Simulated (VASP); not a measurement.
W: electric field gradients with LDA

W:

```xyz
1
Lattice="0.0000 2.0300 2.0097 2.0300 0.0000 2.0097 2.0300 2.0300 0.0000" Properties=species:S:1:pos:R:3 pbc="T T T"
W     0.0000    0.0000    0.0000
```

This cell differs from its parent crystal: zz strain of -1 %.

```yaml
Program: VASP 6.6.1
Task: electric field gradients
Functional: LDA
Potentials_or_basis: VASP PAW LDA potentials, release 64 (W_sv)
Cutoff: 520 eV
k_mesh: 14 × 14 × 14
Occupations: fermi-dirac, width 0.05 eV
Spin: no spin polarisation
Dipole_correction: no
Further_INCAR_settings: ALGO = Normal; EDIFF = 1e-08; NBANDS = 13
```

```
Pressure               : -13.8 GPa
Band gap on the k mesh : zero (band 7 reaches 13.50 eV, above the bottom of band 8 at 9.69 eV)
```

Stress tensor (GPa, compression positive):
```
-12.77   0.00   0.00
  0.00 -12.77   0.00
  0.00   0.00 -16.01
```

Levels at points of the mesh, in eV from the Fermi level:
```csv
k point,band 4,band 5,band 6,band 7,band 8,band 9,band 10,band 11
"(0.00, 0.00, 0.00)",-37.10,-8.83,-0.59,-0.59,-0.46,2.40,2.59,12.89
"(0.50, 0.00, 0.00)",-37.25,-5.50,-0.85,-0.70,0.79,4.92,5.01,10.18
"(0.50, 0.50, 0.00)",-37.53,-5.38,-4.45,3.30,4.90,5.71,5.71,11.65
"(0.50, 0.00, 0.50)",-37.50,-5.39,-4.42,3.10,4.91,5.62,5.77,11.73
```

Electric field gradients, principal values (V/Å²):
```
atom   least  middle  greatest (by size)
 1 W  -3.398  -3.398               6.796
```

Run time: 25 s on 1 thread of Intel(R) Xeon(R) Platinum 8259CL CPU @ 2.50GHz (Skylake/Cascade Lake) (shared host), peak memory 0.17 GiB.

Caveat: the cell differs from its parent crystal (zz strain of -1 %); without QUAD_EFG the Cq values of the log hold for a quadrupole moment of 1 mb, not for the nuclei; spin-orbit coupling is left out, which moves the levels of the heavy elements.
